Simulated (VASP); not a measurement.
CsAg2: single point with PBE

CsAg2:

```xyz
6
Lattice="4.8522 0.0000 0.0000 -2.4261 4.2021 0.0000 0.0000 0.0000 10.9145" Properties=species:S:1:pos:R:3 pbc="T T T"
Cs    4.8522    0.0000    2.7286
Cs    4.8522    0.0000    8.1859
Ag    0.0000    2.8014    0.0000
Ag    0.0000    2.8014    5.4572
Ag    2.4261    1.4007    5.4572
Ag    2.4261    1.4007   10.9145
```

| Item | Value |
| --- | --- |
| Program | VASP 6.6.1 |
| Task | single point |
| Functional | PBE |
| Potentials or basis | VASP PAW PBE potentials, release 64 (Cs_sv, Ag) |
| Cutoff | 520 eV |
| k mesh | 6 × 6 × 2 |
| Occupations | gaussian, width 0.2 eV |
| Spin | no spin polarisation |
| Dipole correction | no |
| Further INCAR settings | ALGO = Fast; EDIFF = 1e-06; NBANDS = 40 |

```json
{
 "Pressure": "0.0 GPa",
 "Band gap on the k mesh": "zero (bands 31 and 32 overlap by 2.07 eV)"
}
```

Levels at points of the mesh, in eV from the Fermi level:
```
           k point  band 29  band 30  band 31  band 32  band 33  band 34
(0.00, 0.00, 0.00)    -3.36    -2.71    -0.51     2.41     2.42     3.08
(0.50, 0.00, 0.00)    -1.57    -1.34    -1.19    -0.34     1.49     2.01
(0.00, 0.00, 0.50)    -3.29    -3.29     0.59     0.59     3.45     3.45
(0.50, 0.00, 0.50)    -1.40    -1.40    -0.92    -0.92     2.26     2.26
```

Run time: 110 s on 1 thread of Oxide Virtual Turin-like Processor, on a shared host, peak memory 0.34 GiB.

Caveat: spin-orbit coupling is left out, which moves the levels of the heavy elements.
